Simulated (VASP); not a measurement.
Runs of VASP 6.6.1 on Li2Sn. The structure is that of space group P6/mmm (No. 191), or close to it. The cells are those of the table. 

```tsv
task	cell	k mesh	cutoff (eV)	gap on the mesh (eV)	pressure (GPa)	relaxed volume (Å³/atom)
single point	a = 4.750, b = 4.750, c = 2.875 Å, angles 90.0, 90.0, 120.0°, 3 atoms	6 × 6 × 4	520	none	-	-
single point	a = 3.686, b = 3.686, c = 3.980 Å, angles 90.0, 90.0, 120.0°, 3 atoms	6 × 6 × 4	520	none	-	-
single point	a = 4.590, b = 4.590, c = 3.156 Å, angles 90.0, 90.0, 120.0°, 3 atoms	6 × 6 × 6	520	none	-	-
single point	a = 4.670, b = 4.670, c = 2.998 Å, angles 90.0, 90.0, 120.0°, 3 atoms	12 × 12 × 14	520	none	-	-
relaxation of cell and atoms	relaxed from a = 3.686, b = 3.686, c = 3.980 Å, angles 90.0, 90.0, 120.0°, 3 atoms	6 × 6 × 4	600	none	-0.1	(a)
relaxation of cell and atoms	relaxed from a = 4.750, b = 4.750, c = 2.875 Å, angles 90.0, 90.0, 120.0°, 3 atoms	6 × 6 × 6	600	none	-0.2	19.23
```

Alike in all rows: level PBE; potentials or basis VASP PAW PBE potentials, release 64 (Li_sv, Sn_d); no spin polarisation; smearing gaussian 0.1 eV.

Fill in the values left out.

(a) 17.97.

Caveats: some runs use coarse meshes; the cutoff is under 1.25 times the usual one of these potentials, so pressure, stress and relaxed cells hold a basis-set (Pulay) error; spin-orbit coupling is left out, which moves the levels of the heavy elements; the volume moved by over 15 % at a fixed basis, so the end points are rough (at least some runs).

A k mesh can miss the band edges, and the runs leave out spin-orbit coupling on Sn.

A gap of «none» marks levels without a gap at the run's occupations.
